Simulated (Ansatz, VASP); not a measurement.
**One calculation of Al2B2As, two programs**

```
Al B As
1.0
     3.16965    0.00000    0.00000
    -1.58482    2.74499    0.00000
     0.00000    0.00000    8.17403
Al B As
2 2 1
Direct
  0.33333 0.66667 0.66113
  0.33333 0.66667 0.33887
  0.66667 0.33333 0.17221
  0.66667 0.33333 0.82779
  0.33333 0.66667 0.00000
```

Alike in both runs: functional PBE; k mesh 6 × 6 × 4; occupations gaussian, width 0.1 eV; no spin polarisation.

Ansatz relaxed the structure, and its values are those at the end. VASP's run is a single point on that final structure, the one shown.

|  | VASP | Ansatz |
| --- | --- | --- |
| version | VASP 6.6.1 | Ansatz 0.2.0 |
| potentials or method | VASP PAW PBE potentials, release 64 (Al, B, As), cutoff 520 eV | scalar-relativistic, plane waves, PAW |
| valence electrons in the cell | 17 | 27 |

Ansatz gave:

| Item | Value |
| --- | --- |
| gap on the k mesh at the Fermi level (eV) | none |
| pressure (GPa) | 0.0 |
| rms of the force components (eV/Å) | 0.001 |

Q: Estimate VASP's values.

A: gap on the k mesh at the Fermi level (eV): none; pressure (GPa): 0.1; rms of the force components (eV/Å): 0.008.

A gap of «none» marks a metal or a gap that the smearing closes. VASP's potentials hold 17 valence electrons a cell and Ansatz's 27, so a difference there can come from the potentials and not from the codes.

The k mesh is coarse, so the values compare programs but aren't converged.
